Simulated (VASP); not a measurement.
**CuMo4: single point with PBE**

Crystal: CuMo4.

```
Cu Mo
1.0
     4.45781    0.00000    0.00000
     0.00000    4.45781    0.00000
     0.00000    0.00000    4.45781
Cu Mo
1 4
Direct
  0.00000 0.00000 0.00000
  0.50000 0.00000 0.00000
  0.00000 0.50000 0.00000
  0.00000 0.00000 0.50000
  0.50000 0.50000 0.50000
```

* Program: VASP 6.6.1
* Task: single point
* Functional: PBE
* Potentials or basis: VASP PAW PBE potentials, release 64 (Cu, Mo_sv)
* Cutoff: 520 eV
* k mesh: 8 × 8 × 8
* Occupations: gaussian, width 0.1 eV
* Spin: no spin polarisation

- Pressure: 0.3 GPa

Levels at points of the mesh, in eV from the Fermi level:
```csv
k point,band 29,band 30,band 31,band 32,band 33,band 34,band 35,band 36,band 37,band 38
"(0.00, 0.00, 0.00)",0.06,0.06,0.06,1.49,1.49,1.58,1.58,1.58,2.43,2.54
"(0.50, 0.00, 0.00)",-1.57,-0.78,-0.78,-0.49,0.07,0.44,0.44,0.47,0.85,0.90
"(0.50, 0.50, 0.00)",-1.41,-1.35,-1.11,-0.89,-0.89,-0.39,-0.39,0.35,0.41,0.66
"(0.50, 0.50, 0.50)",-1.45,-0.81,-0.81,-0.81,-0.58,-0.58,0.93,0.93,0.93,1.99
```

Wall time 78 s on 1 thread of Intel(R) Xeon(R) Platinum 8488C (Sapphire Rapids), on a shared host, peak memory 0.26 GiB.
